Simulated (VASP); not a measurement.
# Hf (Pm-3m) in VASP: notebook, part 2 of 2

VASP 6.6.1. Earlier steps stand in the parts before.

### Step 6. Single point, PBE (25.82 Å³/atom)

This run uses another cell than the first one, of 25.82 Å³/atom.

Contents of INCAR:

```
  PREC = Accurate
  ENCUT = 520
  EDIFF = 1E-6
  ISMEAR = -1
  SIGMA = 0.1
  LREAL = False
  LASPH = True
  NELM = 60
  ALGO = Normal
  ISIF = 2
  LWAVE = False
  LCHARG = False
  GGA = PE
  NBANDS = 11
```

Contents of KPOINTS:

```
regular mesh
0
Gamma
  18 18 18
```

Contents of POSCAR:

```
Hf
1.0
    2.9557769841      0.0000000000      0.0000000000
    0.0000000000      2.9557769841      0.0000000000
    0.0000000000      0.0000000000      2.9557769841
Hf
1
Direct
    0.0000000000      0.0000000000      0.0000000000
```

Potentials or basis: VASP PAW PBE potentials, release 64 (Hf_pv).

Command:

```bash
> cat potpaw_PBE.64/Hf_pv/POTCAR > POTCAR
> mpirun -np 1 vasp_std > vasp.out
```

OUTCAR:

```text
PREC = Accurate
   ENCUT = 520
   EDIFF = 1E-6
   ISMEAR = -1
   LREAL = False
   LASPH = True
   NELM = 60
   ISIF = 2
   GGA = PE

 ion  position               nearest neighbor table
   1  0.000  0.000  0.000-

  LATTYP: Found a simple cubic cell.
 ALAT       =     2.9557769841

  Lattice vectors:

 A1 = (   2.9557769841,   0.0000000000,   0.0000000000)
 A2 = (   0.0000000000,   2.9557769841,   0.0000000000)
 A3 = (   0.0000000000,   0.0000000000,   2.9557769841)

Analysis of symmetry for initial positions (statically):
=====================================================================
 Subroutine PRICEL returns:
 Original cell was already a primitive cell.

 Routine SETGRP: Setting up the symmetry group for a
 simple cubic supercell.

 Subroutine GETGRP returns: Found 48 space group operations
 (whereof 48 operations were pure point group operations)
 out of a pool of 48 trial point group operations.

The static configuration has the point symmetry O_h .

Analysis of symmetry for dynamics (positions and initial velocities):
=====================================================================
 Subroutine PRICEL returns:
 Original cell was already a primitive cell.

 Routine SETGRP: Setting up the symmetry group for a
 simple cubic supercell.

 Subroutine GETGRP returns: Found 48 space group operations
 (whereof 48 operations were pure point group operations)
 out of a pool of 48 trial point group operations.

The dynamic configuration has the point symmetry O_h .

 Subroutine INISYM returns: Found 48 space group operations
 (whereof 48 operations are pure point group operations),
 and found     1 'primitive' translations

----------------------------------------------------------------------------------------

                                     Primitive cell

  volume of cell :      25.8235

  direct lattice vectors                    reciprocal lattice vectors
     2.955776984  0.000000000  0.000000000     0.338320518  0.000000000  0.000000000
     0.000000000  2.955776984  0.000000000     0.000000000  0.338320518  0.000000000
     0.000000000  0.000000000  2.955776984     0.000000000  0.000000000  0.338320518

  length of vectors
     2.955776984  2.955776984  2.955776984     0.338320518  0.338320518  0.338320518

  position of ions in fractional coordinates (direct lattice)
     0.000000000  0.000000000  0.000000000

  ion indices of the primitive-cell ions
   primitive index   ion index
                 1           1

----------------------------------------------------------------------------------------

 KPOINTS: regular mesh

Automatic generation of k-mesh.
 Grid dimensions read from file:
 generate k-points for:   18   18   18

 Generating k-lattice:

  Cartesian coordinates                     Fractional coordinates (reciprocal lattice)
     0.018795584  0.000000000  0.000000000     0.055555556  0.000000000  0.000000000
     0.000000000  0.018795584  0.000000000     0.000000000  0.055555556  0.000000000
     0.000000000  0.000000000  0.018795584     0.000000000  0.000000000  0.055555556

  Length of vectors
     0.018795584  0.018795584  0.018795584

  Shift w.r.t. Gamma in fractional coordinates (k-lattice)
     0.000000000  0.000000000  0.000000000

 Subroutine IBZKPT returns following result:
 ===========================================

 Found    220 irreducible k-points:

 Following reciprocal coordinates:
            Coordinates               Weight
  0.000000  0.000000  0.000000      1.000000
  0.055556  0.000000  0.000000      6.000000
  0.111111  0.000000  0.000000      6.000000
  0.166667  0.000000  0.000000      6.000000
  0.222222  0.000000  0.000000      6.000000
  0.277778  0.000000  0.000000      6.000000
[... 16 lines left out ...]
  0.277778  0.111111  0.000000     24.000000
  0.333333  0.111111  0.000000     24.000000
 [... further k-points ...]
   k-points           NKPTS =    220   k-points in BZ     NKDIM =    220   number of bands    NBANDS=     11
   number of dos      NEDOS =    301   number of ions     NIONS =      1
   total plane-waves  NPLWV =  13824
   dimension x,y,z NGX =    24 NGY =   24 NGZ =   24
   dimension x,y,z NGXF=    48 NGYF=   48 NGZF=   48
   ions per type =               1
   NGX,Y,Z   is equivalent  to a cutoff of  13.50, 13.50, 13.50 a.u.
   NGXF,Y,Z  is equivalent  to a cutoff of  27.00, 27.00, 27.00 a.u.
 SYSTEM =  unknown system
   PREC   = accura    normal or accurate (medium, high low for compatibility)
   ISTART =      0    job   : 0-new  1-cont  2-samecut
   ICHARG =      2    charge: 1-file 2-atom 10-const
   ISPIN  =      1    spin polarized calculation?
   LNONCOLLINEAR =      F non collinear calculations
   LSORBIT =      F    spin-orbit coupling
   LASPH  =      T    aspherical Exc in radial PAW
   ENCUT  =  520.0 eV  38.22 Ry    6.18 a.u.   5.50  5.50  5.50*2*pi/ulx,y,z
   NELM   =     60;   NELMIN=  2; NELMDL= -5     # of ELM steps
   EDIFF  = 0.1E-05   stopping-criterion for ELM
   LREAL  =      F    real-space projection
   EDIFFG = 0.1E-04   stopping-criterion for IOM
   NSW    =      0    number of steps for IOM
   IBRION =     -1    ionic relax: 0-MD 1-quasi-New 2-CG
   NFREE  =      0    steps in history (QN), initial steepest desc. (CG)
   ISIF   =      2    stress and relaxation
   ISYM   =      2    0-nonsym 1-usesym 2-fastsym
   POTIM  = 0.5000    time-step for ionic-motion
   TEBEG  =    0.0;   TEEND  =   0.0 temperature during run
   PSTRESS=    0.0 pullay stress
   NELECT =      10.0000    total number of electrons
   NUPDOWN=      -1.0000    fix difference up-down
   EMIN   =  10.00;   EMAX   =-10.00  energy-range for DOS
   EFERMI =   0.00;   METHOD = LEGACY
   ISMEAR =    -1;   SIGMA  =   0.10  broadening in eV -4-tet -1-fermi 0-gaus
   EFERMI_NEDOS =   21; number of points for ismear=-14 and -15
   IALGO  =     38    algorithm
   IMIX   =      4    mixing-type and parameters
     AMIX     =   0.40;   BMIX     =  1.00
     AMIX_MAG =   1.60;   BMIX_MAG =  1.00
  volume/ion in A,a.u.               =      25.82       174.27
  Fermi-wavevector in a.u.,A,eV,Ry     =   1.193264  2.254942 19.373046  1.423879
  Thomas-Fermi vector in A             =   2.329282
   LORBIT       =      0    0 simple, 1 ext, 2 COOP (PROOUT), +10 PAW based schemes
   GGA     = PE    functional components
[... 5 lines left out ...]
 non-spin polarized calculation
  energy-cutoff  :      520.00
  volume of cell :       25.82
 maximum number of plane-waves:       739
 NGX is ok and might be reduce to    24
   NGX = 11   NGY = 11   NGZ = 11

 number of electron      10.0000000 magnetization

 Free energy of the ion-electron system (eV)
  ---------------------------------------------------
  ext. energy  EPLUGINS =         0.00000000
  ---------------------------------------------------
  free energy    TOTEN  =        -8.85966874 eV

  energy without entropy =       -8.79835730  energy(sigma->0) =       -8.82901302

 E-fermi :   3.5354     XC(G=0): -10.5510

 val. band max:        3.5352393899   @ k =   0.3889   0.0556   0.0556
 cond. band min:       3.5362813137   @ k =   0.5000   0.5000   0.2778
 fundamental gap:      0.0010419239
 Fermi energy:         3.5354374348

 k-point     1 :       0.0000    0.0000    0.0000
  band No.  band energies     occupation
      1     -26.5675      2.00000
      2     -26.5675      2.00000
      3     -26.5675      2.00000
      4      -2.8064      2.00000
      5       2.2311      2.00000
      6       2.2311      2.00000
      7       9.7179      0.00000
      8       9.7179      0.00000
      9       9.7179      0.00000
     10      16.0056      0.00000
     11      16.0056      0.00000

 k-point     2 :       0.0556    0.0000    0.0000
  band No.  band energies     occupation
      1     -26.5934      2.00000
      2     -26.5654      2.00000
      3     -26.5654      2.00000
      4      -2.7286      2.00000
      5       2.2536      1.99999
      6       2.3008      1.99999
      7       9.5598      0.00000
      8       9.5598      0.00000
      9       9.7278      0.00000
     10      15.5399      0.00000
     11      16.2030      0.00000
[... 295 lines left out ...]
 k-point    24 :       0.3333    0.1111    0.0000
  band No.  band energies     occupation
      1     -27.1704      2.00000
      2     -26.6101      2.00000
      3     -26.5059      2.00000
      4      -0.3371      2.00000
      5       3.0516      1.98428
      6       3.6692      0.41570
      7       6.7252      0.00000
      8       7.1714      0.00000
      9       9.4982      0.00000
     10      12.2291      0.00000
     11      16.5050      0.00000

 [... further k-points ...]

------------------------ aborting loop because EDIFF is reached ----------------------------------------

  FORCE on cell =-STRESS in cart. coord.  units (eV):
  Direction    XX          YY          ZZ          XY          YZ          ZX
  --------------------------------------------------------------------------------------
  -------------------------------------------------------------------------------------
  Total       -0.4747926     -0.4747926     -0.4747926      0.0000000      0.0000000      0.0000000
  in kB      -29.4577487    -29.4577487    -29.4577487      0.0000000      0.0000000      0.0000000
  external PRESSURE =     -29.4577487 kB  Pullay stress =       0.0000000 kB

 VOLUME and BASIS-vectors are now :
 -----------------------------------------------------------------------------
  energy-cutoff  :      520.00
  volume of cell :       25.82
      direct lattice vectors                 reciprocal lattice vectors
     2.955776984  0.000000000  0.000000000     0.338320518  0.000000000  0.000000000
     0.000000000  2.955776984  0.000000000     0.000000000  0.338320518  0.000000000
     0.000000000  0.000000000  2.955776984     0.000000000  0.000000000  0.338320518

 POSITION                                       TOTAL-FORCE (eV/Angst)
 -----------------------------------------------------------------------------------
      0.00000      0.00000      0.00000         0.000000      0.000000      0.000000
 -----------------------------------------------------------------------------------
    total drift:                                0.000000      0.000000      0.000000

  FREE ENERGIE OF THE ION-ELECTRON SYSTEM (eV)
  ---------------------------------------------------
  free  energy   TOTEN  =        -8.8596687423 eV

  energy  without entropy=       -8.7983573027  energy(sigma->0) =       -8.82901302
```

OSZICAR:

```text
N       E                     dE             d eps       ncg     rms          rms(c)
DAV:   1     0.134993367552E+02    0.13499E+02   -0.56905E+03  4864   0.822E+02
DAV:   2    -0.863415954525E+01   -0.22133E+02   -0.21379E+02  6199   0.151E+02
DAV:   3    -0.914896614789E+01   -0.51481E+00   -0.50150E+00  5948   0.154E+01
DAV:   4    -0.915200468425E+01   -0.30385E-02   -0.30374E-02  5538   0.144E+00
DAV:   5    -0.915203021696E+01   -0.25533E-04   -0.25532E-04  6117   0.116E-01    0.317E+01
DAV:   6    -0.891833009261E+01    0.23370E+00   -0.24228E-01  5330   0.323E+00    0.187E+01
DAV:   7    -0.886513969113E+01    0.53190E-01   -0.29721E-01  5641   0.348E+00    0.105E+00
DAV:   8    -0.885959681767E+01    0.55429E-02   -0.28942E-02  5498   0.111E+00    0.291E-01
DAV:   9    -0.885966279673E+01   -0.65979E-04   -0.58806E-04  5932   0.192E-01    0.925E-02
DAV:  10    -0.885967134475E+01   -0.85480E-05   -0.39452E-05  5841   0.482E-02    0.516E-02
DAV:  11    -0.885966875493E+01    0.25898E-05   -0.10683E-05  5745   0.224E-02    0.160E-03
DAV:  12    -0.885966874232E+01    0.12605E-07   -0.17077E-07  3588   0.373E-03
   1 F= -.88596687E+01 E0= -.88290130E+01  d E =-.613114E-01
```

stdout:

```text
POSCAR found type information on POSCAR Hf
 POSCAR found :  1 types and       1 ions
 scaLAPACK will be used
 LDA part: xc-table for (Slater+PW92), standard interpolation
 POSCAR, INCAR and KPOINTS ok, starting setup
 FFT: planning ... GRIDC
 FFT: planning ... GRID_SOFT
 FFT: planning ... GRID
 WAVECAR not read
 entering main loop
```

Wall time 45 s (1 thread of Intel Xeon 8259CL, shared host); peak memory 0.19 GiB.

Results:

```yaml
Free_energy: -8.8597 eV
Pressure: -2.9 GPa
Band_gap_on_the_k_mesh: zero (bands 5 and 6 overlap by 2.15 eV)
```

Caveat: spin-orbit coupling is left out, which moves the levels of the heavy elements.

### Step 7. Overview

```tsv
cell	gap on the mesh (eV)	pressure (GPa)
a = 2.837 Å, 1 atom	none	6.6
a = 2.878 Å, 1 atom	none	2.8
a = 2.917 Å, 1 atom	none	-0.3
a = 2.956 Å, 1 atom	none	-2.9
```

Alike in all rows: task single point; level PBE; potentials or basis VASP PAW PBE potentials, release 64 (Hf_pv); no spin polarisation; k mesh 18 × 18 × 18; cutoff (eV) 520; smearing fermi-dirac 0.1 eV.

Caveats: spin-orbit coupling is left out, which moves the levels of the heavy elements; the cell stands under pressure (at least some runs).

Total energies depend on the potentials used, so only differences within one code and one set of settings carry meaning.
